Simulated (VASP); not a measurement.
# BP (Fm-3m) in VASP: further runs

Aim: see how the results for BP move with the level of theory and the settings. Levels: PBE, r2SCAN. Tasks: single point.

All numbers are computed with VASP 6.6.1; they aren't measurements. Logs are shortened: lines on timing, memory, paths and dates and some standing lists are left out, and cuts for length are marked.

**1. The cell of the first run**

Symmetry: Fm-3m, No. 225, cubic system. Conventional cell: a = 4.311 Å, b = 4.311 Å, c = 4.311 Å, α = 90.00°, β = 90.00°, γ = 90.00°. Within 2.9 Å of B (site symmetry m-3m) lie 6 P at 2.16 Å. P (site symmetry m-3m) has 6 B at 2.16 Å within 2.9 Å.

**2. Single point, PBE**

Input file INCAR:

```
  PREC = Accurate
  ENCUT = 520
  EDIFF = 1E-6
  ISMEAR = -1
  SIGMA = 0.02
  LREAL = F
  LASPH = T
  NELM = 100
  ALGO = Normal
  ISIF = 2
  LWAVE = F
  LCHARG = F
  GGA = PE
  NBANDS = 11
```

Input file KPOINTS:

```
Automatic mesh
0
Gamma
  8 8 8
```

Input file POSCAR:

```
BP
1.0
    0.0000000000      2.1554244777      2.1554244777
    2.1554244777      0.0000000000      2.1554244777
    2.1554244777      2.1554244777      0.0000000000
B P
1 1
Direct
    0.0000000000      0.0000000000      0.0000000000
    0.5000000000      0.5000000000      0.5000000000
```

Potentials or basis: VASP PAW PBE potentials, release 64 (B, P).

Started as:

```bash
$ cat potpaw_PBE.64/B/POTCAR potpaw_PBE.64/P/POTCAR > POTCAR
$ mpirun -np 1 vasp_std > vasp.out
```

OUTCAR:

```text
PREC = Accurate
   ENCUT = 520
   EDIFF = 1E-6
   ISMEAR = -1
   LREAL = F
   LASPH = T
   NELM = 100
   ISIF = 2
   GGA = PE

 ion  position               nearest neighbor table
   1  0.000  0.000  0.000-   2 2.16   2 2.16   2 2.16   2 2.16   2 2.16   2 2.16
   2  0.500  0.500  0.500-   1 2.16   1 2.16   1 2.16   1 2.16   1 2.16   1 2.16

  LATTYP: Found a face centered cubic cell.
 ALAT       =     4.3108489554

  Lattice vectors:

 A1 = (   0.0000000000,   2.1554244777,   2.1554244777)
 A2 = (   2.1554244777,   0.0000000000,   2.1554244777)
 A3 = (   2.1554244777,   2.1554244777,   0.0000000000)

Analysis of symmetry for initial positions (statically):
=====================================================================
 Subroutine PRICEL returns:
 Original cell was already a primitive cell.

 Routine SETGRP: Setting up the symmetry group for a
 face centered cubic supercell.

 Subroutine GETGRP returns: Found 48 space group operations
[... 9 lines left out ...]

 Routine SETGRP: Setting up the symmetry group for a
 face centered cubic supercell.

 Subroutine GETGRP returns: Found 48 space group operations
[... 11 lines left out ...]
                                     Primitive cell

  volume of cell :      20.0276

  direct lattice vectors                    reciprocal lattice vectors
     0.000000000  2.155424478  2.155424478    -0.231972869  0.231972869  0.231972869
     2.155424478  0.000000000  2.155424478     0.231972869 -0.231972869  0.231972869
     2.155424478  2.155424478  0.000000000     0.231972869  0.231972869 -0.231972869

  length of vectors
     3.048230529  3.048230529  3.048230529     0.401788795  0.401788795  0.401788795

  position of ions in fractional coordinates (direct lattice)
     0.000000000  0.000000000  0.000000000
     0.500000000  0.500000000  0.500000000

  ion indices of the primitive-cell ions
   primitive index   ion index
                 1           1
                 2           2

----------------------------------------------------------------------------------------

 KPOINTS: Automatic mesh

Automatic generation of k-mesh.
 Grid dimensions read from file:
 generate k-points for:    8    8    8

 Generating k-lattice:

  Cartesian coordinates                     Fractional coordinates (reciprocal lattice)
    -0.028996609  0.028996609  0.028996609     0.125000000  0.000000000  0.000000000
     0.028996609 -0.028996609  0.028996609     0.000000000  0.125000000  0.000000000
     0.028996609  0.028996609 -0.028996609     0.000000000  0.000000000  0.125000000

  Length of vectors
     0.050223599  0.050223599  0.050223599

  Shift w.r.t. Gamma in fractional coordinates (k-lattice)
     0.000000000  0.000000000  0.000000000

 Subroutine IBZKPT returns following result:
 ===========================================

 Found     29 irreducible k-points:

 Following reciprocal coordinates:
            Coordinates               Weight
  0.000000  0.000000  0.000000      1.000000
  0.125000  0.000000  0.000000      8.000000
  0.250000  0.000000  0.000000      8.000000
  0.375000  0.000000  0.000000      8.000000
  0.500000  0.000000  0.000000      4.000000
  0.125000  0.125000  0.000000      6.000000
[... 16 lines left out ...]
  0.500000  0.250000  0.125000     48.000000
 -0.375000  0.250000  0.125000     24.000000
 [... further k-points ...]
   k-points           NKPTS =     29   k-points in BZ     NKDIM =     29   number of bands    NBANDS=     11
   number of dos      NEDOS =    301   number of ions     NIONS =      2
   total plane-waves  NPLWV =  13824
   dimension x,y,z NGX =    24 NGY =   24 NGZ =   24
   dimension x,y,z NGXF=    48 NGYF=   48 NGZF=   48
   ions per type =               1   1
   NGX,Y,Z   is equivalent  to a cutoff of  13.09, 13.09, 13.09 a.u.
   NGXF,Y,Z  is equivalent  to a cutoff of  26.18, 26.18, 26.18 a.u.
 SYSTEM =  unknown system
   PREC   = accura    normal or accurate (medium, high low for compatibility)
   ISTART =      0    job   : 0-new  1-cont  2-samecut
   ICHARG =      2    charge: 1-file 2-atom 10-const
   ISPIN  =      1    spin polarized calculation?
   LNONCOLLINEAR =      F non collinear calculations
   LSORBIT =      F    spin-orbit coupling
   LASPH  =      T    aspherical Exc in radial PAW
   ENCUT  =  520.0 eV  38.22 Ry    6.18 a.u.   5.67  5.67  5.67*2*pi/ulx,y,z
   NELM   =    100;   NELMIN=  2; NELMDL= -5     # of ELM steps
   EDIFF  = 0.1E-05   stopping-criterion for ELM
   LREAL  =      F    real-space projection
   EDIFFG = 0.1E-04   stopping-criterion for IOM
   NSW    =      0    number of steps for IOM
   IBRION =     -1    ionic relax: 0-MD 1-quasi-New 2-CG
   NFREE  =      0    steps in history (QN), initial steepest desc. (CG)
   ISIF   =      2    stress and relaxation
   ISYM   =      2    0-nonsym 1-usesym 2-fastsym
   POTIM  = 0.5000    time-step for ionic-motion
   TEBEG  =    0.0;   TEEND  =   0.0 temperature during run
   PSTRESS=    0.0 pullay stress
   NELECT =       8.0000    total number of electrons
   NUPDOWN=      -1.0000    fix difference up-down
   EMIN   =  10.00;   EMAX   =-10.00  energy-range for DOS
   EFERMI =   0.00;   METHOD = LEGACY
   ISMEAR =    -1;   SIGMA  =   0.02  broadening in eV -4-tet -1-fermi 0-gaus
   EFERMI_NEDOS =   21; number of points for ismear=-14 and -15
   IALGO  =     38    algorithm
   IMIX   =      4    mixing-type and parameters
     AMIX     =   0.40;   BMIX     =  1.00
     AMIX_MAG =   1.60;   BMIX_MAG =  1.00
  volume/ion in A,a.u.               =      10.01        67.58
  Fermi-wavevector in a.u.,A,eV,Ry     =   1.205671  2.278387 19.777996  1.453642
  Thomas-Fermi vector in A             =   2.341360
   LORBIT       =      0    0 simple, 1 ext, 2 COOP (PROOUT), +10 PAW based schemes
   GGA     = PE    functional components
   LHFCALC =     F    Hartree Fock is set to
   AEXX    =    0.0000 exact exchange contribution
   IVDW    =     0    specifies the selected vdW correction
   LEPSILON=     F    determine dielectric tensor
   LRPA    =     F    only Hartree local field effects (RPA)
 non-spin polarized calculation
  energy-cutoff  :      520.00
  volume of cell :       20.03
 maximum number of plane-waves:       553
   NGX = 11   NGY = 11   NGZ = 11

 number of electron       8.0000000 magnetization

 Free energy of the ion-electron system (eV)
  ---------------------------------------------------
  ext. energy  EPLUGINS =         0.00000000
  ---------------------------------------------------
  free energy    TOTEN  =       -10.76976439 eV

  energy without entropy =      -10.76623572  energy(sigma->0) =      -10.76800006

 E-fermi :   9.6857     XC(G=0): -11.9722

 val. band max:        9.6731745371   @ k =   0.5000   0.2500   0.0000
 cond. band min:       9.6982893939   @ k =   0.2500   0.1250   0.0000
 fundamental gap:      0.0251148567
 Fermi energy:         9.6856674599

 k-point     1 :       0.0000    0.0000    0.0000
  band No.  band energies     occupation
      1      -7.1928      2.00000
      2       9.7919      0.00984
      3       9.7919      0.00984
      4       9.7919      0.00984
      5      16.3955      0.00000
      6      17.7060      0.00000
      7      17.7060      0.00000
      8      17.7060      0.00000
      9      18.4474      0.00000
     10      18.4474      0.00000
     11      18.4474      0.00000

 k-point     2 :       0.1250    0.0000    0.0000
  band No.  band energies     occupation
      1      -6.8589      2.00000
      2       7.9110      2.00000
      3       9.7015      0.62302
      4       9.7015      0.62302
      5      16.4134      0.00000
      6      16.4763      0.00000
      7      16.4763      0.00000
      8      18.0842      0.00000
      9      18.4703      0.00000
     10      18.4703      0.00000
     11      18.6354      0.00000

 k-point     3 :       0.2500    0.0000    0.0000
  band No.  band energies     occupation
      1      -5.8658      2.00000
      2       4.5307      2.00000
      3       9.6316      1.87451
      4       9.6316      1.87451
      5      14.0143      0.00000
      6      14.0143      0.00000
      7      15.6635      0.00000
      8      17.5832      0.00000
      9      20.5336      0.00000
     10      20.5336      0.00000
     11      20.9130      0.00000

 k-point     4 :       0.3750    0.0000    0.0000
  band No.  band energies     occupation
      1      -4.2622      2.00000
      2       1.2599      2.00000
      3       9.8827      0.00011
      4       9.8827      0.00011
      5      12.0803      0.00000
      6      12.0803      0.00000
      7      15.1055      0.00000
      8      17.0934      0.00000
      9      23.4058      0.00000
     10      23.4204      0.00000
     11      23.4204      0.00000

 k-point     5 :       0.5000    0.0000    0.0000
  band No.  band energies     occupation
      1      -2.7090      2.00000
      2      -0.8738      2.00000
      3      10.4233      0.00000
      4      10.4233      0.00000
      5      10.9589      0.00000
      6      10.9589      0.00000
      7      14.9137      0.00000
      8      16.9055      0.00000
      9      24.9172      0.00000
     10      25.5539      0.00000
     11      25.5539      0.00000
[... 211 lines left out ...]
 k-point    21 :       0.5000    0.5000    0.0000
  band No.  band energies     occupation
      1      -0.8354      2.00000
      2       0.7197      2.00000
      3       5.5136      2.00000
      4       5.5136      2.00000
      5       6.9860      2.00000
      6      12.3814      0.00000
      7      21.8736      0.00000
      8      21.8736      0.00000
      9      24.5348      0.00000
     10      25.6713      0.00000
     11      29.2366      0.00000

 k-point    22 :       0.3750    0.2500    0.1250
  band No.  band energies     occupation
      1      -4.9840      2.00000
      2       4.8201      2.00000
      3       5.8865      2.00000
      4       9.0600      2.00000
      5      10.6376      0.00000
      6      15.8785      0.00000
      7      16.3005      0.00000
      8      19.3228      0.00000
      9      20.1289      0.00000
     10      22.6732      0.00000
     11      25.2037      0.00000

 k-point    23 :       0.5000    0.2500    0.1250
  band No.  band energies     occupation
      1      -3.3888      2.00000
      2       2.0333      2.00000
      3       5.4346      2.00000
      4       7.2485      2.00000
      5      11.7029      0.00000
      6      14.2485      0.00000
      7      17.9951      0.00000
      8      19.9172      0.00000
      9      20.3695      0.00000
     10      24.7312      0.00000
     11      25.0868      0.00000

 k-point    24 :      -0.3750    0.2500    0.1250
  band No.  band energies     occupation
      1      -1.8394      2.00000
      2      -0.0566      2.00000
      3       5.7989      2.00000
      4       6.2262      2.00000
      5      12.3852      0.00000
      6      13.2866      0.00000
      7      19.4382      0.00000
      8      19.7412      0.00000
      9      21.8455      0.00000
     10      22.1020      0.00000
     11      26.4706      0.00000

 [... further k-points ...]
[... 5 lines left out ...]
  --------------------------------------------------------------------------------------
  -------------------------------------------------------------------------------------
  Total       -0.0507711     -0.0507711     -0.0507711      0.0000000     -0.0000000      0.0000000
  in kB       -4.0616156     -4.0616156     -4.0616156      0.0000000     -0.0000000      0.0000000
  external PRESSURE =      -4.0616156 kB  Pullay stress =       0.0000000 kB

 VOLUME and BASIS-vectors are now :
 -----------------------------------------------------------------------------
  energy-cutoff  :      520.00
  volume of cell :       20.03
      direct lattice vectors                 reciprocal lattice vectors
     0.000000000  2.155424478  2.155424478    -0.231972869  0.231972869  0.231972869
     2.155424478  0.000000000  2.155424478     0.231972869 -0.231972869  0.231972869
     2.155424478  2.155424478  0.000000000     0.231972869  0.231972869 -0.231972869

 POSITION                                       TOTAL-FORCE (eV/Angst)
 -----------------------------------------------------------------------------------
      0.00000      0.00000      0.00000         0.000000     -0.000000      0.000000
      2.15542      2.15542      2.15542        -0.000000      0.000000     -0.000000
 -----------------------------------------------------------------------------------
    total drift:                                0.000000     -0.000000     -0.000000

  FREE ENERGIE OF THE ION-ELECTRON SYSTEM (eV)
  ---------------------------------------------------
  free  energy   TOTEN  =       -10.7697643928 eV

  energy  without entropy=      -10.7662357185  energy(sigma->0) =      -10.76800006
```

Run time: 2.3 s. Hardware: 1 thread of Intel Xeon 6975P-C (Granite Rapids), shared host; peak memory 0.13 GiB.

Results:

- Free energy: -10.7698 eV
- Pressure: -0.4 GPa
- Band gap on the k mesh: zero (band 4 reaches 11.10 eV, above the bottom of band 5 at 6.99 eV)

**3. Single point, PBE**

Input file INCAR:

```
SYSTEM = BP
PREC     = Accurate       ! precision mode
ENCUT    = 520            ! plane-wave cutoff, eV
EDIFF    = 1E-6           ! SCF threshold, eV
ISMEAR   = -1             ! smearing method
SIGMA    = 0.02           ! smearing width, eV
LREAL    = .FALSE.        ! projectors in reciprocal space
LASPH    = .TRUE.         ! aspherical terms in the spheres
NELM     = 80             ! most SCF steps
ALGO     = Normal         ! electronic algorithm
ISIF     = 2              ! what is computed and relaxed
LWAVE    = .FALSE.        ! write WAVECAR
LCHARG   = .TRUE.         ! write CHGCAR
GGA      = PE             ! functional
LELF     = .TRUE.         ! ELF
LVHAR    = .TRUE.       
NBANDS   = 11             ! bands
```

Input file KPOINTS:

```
regular mesh
0
G
  8 8 8
  0 0 0
```

POSCAR is that of step 2.

Potentials or basis: VASP PAW PBE potentials, release 64 (B, P).

Started as:

```bash
$ cat potpaw_PBE.64/B/POTCAR potpaw_PBE.64/P/POTCAR > POTCAR
$ mpirun -np 1 vasp_std > vasp.out
```

Wall time 2.5 s (1 thread of Intel Xeon 6975P-C (Granite Rapids), shared host); peak memory 0.13 GiB.

It converged, with:

```yaml
Free_energy: -10.7698 eV
Pressure: -0.4 GPa
Band_gap_on_the_k_mesh: zero (band 4 reaches 11.10 eV, above the bottom of band 5 at 6.99 eV)
```

Levels at points of the mesh, in eV from the Fermi level:
```csv
k point,band 1,band 2,band 3,band 4,band 5,band 6,band 7,band 8,band 9
"(0.00, 0.00, 0.00)",-16.88,0.11,0.11,0.11,6.71,8.02,8.02,8.02,8.76
"(0.50, 0.00, 0.00)",-12.39,-10.56,0.74,0.74,1.27,1.27,5.23,7.22,15.23
"(0.50, 0.50, 0.00)",-10.52,-8.97,-4.17,-4.17,-2.70,2.70,12.19,12.19,14.85
```

**4. Single point, r2SCAN**

POSCAR is that of step 3.

Input file INCAR.step1:

```
SYSTEM = BP
PREC     = Accurate       ! precision mode
ENCUT    = 550            ! plane-wave cutoff, eV
ISMEAR   = -1             ! smearing method
SIGMA    = 0.02           ! smearing width, eV
LREAL    = .False.        ! projectors in reciprocal space
LASPH    = .True.         ! aspherical terms in the spheres
NELM     = 120            ! most SCF steps
NBANDS   = 11             ! bands
GGA      = PE             ! functional
ALGO     = Normal         ! electronic algorithm
EDIFF    = 1E-5           ! SCF threshold, eV
LWAVE    = .True.         ! write WAVECAR
LCHARG   = .False.        ! write CHGCAR
GGA_COMPAT= .False.
```

Input file INCAR.step2:

```
SYSTEM = BP
PREC     = Accurate       ! precision mode
ENCUT    = 550            ! plane-wave cutoff, eV
EDIFF    = 1E-6           ! SCF threshold, eV
ISMEAR   = -1             ! smearing method
SIGMA    = 0.02           ! smearing width, eV
LREAL    = .False.        ! projectors in reciprocal space
LASPH    = .True.         ! aspherical terms in the spheres
NELM     = 120            ! most SCF steps
ALGO     = Normal         ! electronic algorithm
ISIF     = 2              ! what is computed and relaxed
LWAVE    = .False.        ! write WAVECAR
LCHARG   = .True.         ! write CHGCAR
METAGGA  = R2SCAN         ! meta-GGA
LMIXTAU  = .True.       
LELF     = .True.         ! ELF
LVHAR    = .True.       
NBANDS   = 11             ! bands
ISTART   = 1            
GGA_COMPAT= .False.
```

Input file KPOINTS:

```
regular mesh
0
Gamma
  8 8 8
  0 0 0
```

Started as:

```bash
$ cat potpaw_PBE.64/B/POTCAR potpaw_PBE.64/P/POTCAR > POTCAR
$ cp INCAR.step1 INCAR
$ mpirun -np 1 vasp_std > vasp.out
$ cp INCAR.step2 INCAR
$ mpirun -np 1 vasp_std > vasp.out
```

It took 69 s on 1 thread of AMD EPYC 7R13, shared host; peak memory 0.11 GiB.

Results (log left out):

| Quantity | Value |
| --- | --- |
| Free energy | -14.8266 eV |
| Pressure | -0.8 GPa |
| Band gap on the k mesh | zero (band 4 reaches 11.22 eV, above the bottom of band 5 at 6.79 eV) |

Levels at points of the mesh, in eV from the Fermi level:
| k point | band 1 | band 2 | band 3 | band 4 | band 5 | band 6 | band 7 | band 8 |
| --- | --- | --- | --- | --- | --- | --- | --- | --- |
| (0.00, 0.00, 0.00) | -17.83 | 0.09 | 0.09 | 0.09 | 7.25 | 8.42 | 8.42 | 8.42 |
| (0.50, 0.00, 0.00) | -13.04 | -11.24 | 0.80 | 0.80 | 1.28 | 1.28 | 5.79 | 7.72 |
| (0.50, 0.50, 0.00) | -11.14 | -9.42 | -4.46 | -4.46 | -2.92 | 3.07 | 13.09 | 13.09 |

Caveat: the PAW data sets were made with another functional, which shifts forces and pressure a little.
